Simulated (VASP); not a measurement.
Crystal: Fe.

```xyz
1
Lattice="-1.4430 1.4430 1.4430 1.4430 -1.4430 1.4430 1.4430 1.4430 -1.4430" Properties=species:S:1:pos:R:3 pbc="T T T"
Fe    0.0000    0.0000    0.0000
```

* Program: VASP 6.6.1
* Task: relaxation of cell and atoms
* Functional: PBE
* Dispersion: D4
* Potentials or basis: VASP PAW PBE potentials, release 64 (Fe)
* Cutoff: 600 eV
* k mesh: 13 × 13 × 13
* Occupations: fermi-dirac, width 0.05 eV
* Spin: collinear spin, ferromagnetic start
* Starting moments: [3.0] μB

At the start: pressure -13.5 GPa; volume 12.02 Å³/atom.

Task: How do energy, volume and symmetry change on relaxing?

Result: Over 3 steps the energy falls by 48.1 meV/atom and the volume is 11.03 Å³/atom (-8.3 %); space group Im-3m (No. 229, to 0.05 Å); moment 2.10 μB per cell.

The path:
```csv
step,energy change (eV),largest force (eV/Å),pressure (GPa),volume (Å³)
1,0.0000,0.0000,-13.48,12.02
2,-0.0160,0.0000,16.01,10.34
3,-0.0481,0.0000,0.05,11.03
```

Final structure:
```cif
data_structure
_symmetry_space_group_name_H-M 'P 1'
_symmetry_Int_Tables_number 1
_cell_length_a 2.4285
_cell_length_b 2.4285
_cell_length_c 2.4285
_cell_angle_alpha 109.471
_cell_angle_beta 109.471
_cell_angle_gamma 109.471
_cell_volume 11.03
loop_
_atom_site_label
_atom_site_type_symbol
_atom_site_fract_x
_atom_site_fract_y
_atom_site_fract_z
_atom_site_occupancy
Fe1 Fe 0.00000 0.00000 0.00000 1
```

Caveat: pairwise dispersion overbinds metals, which lowers pressure and volume.
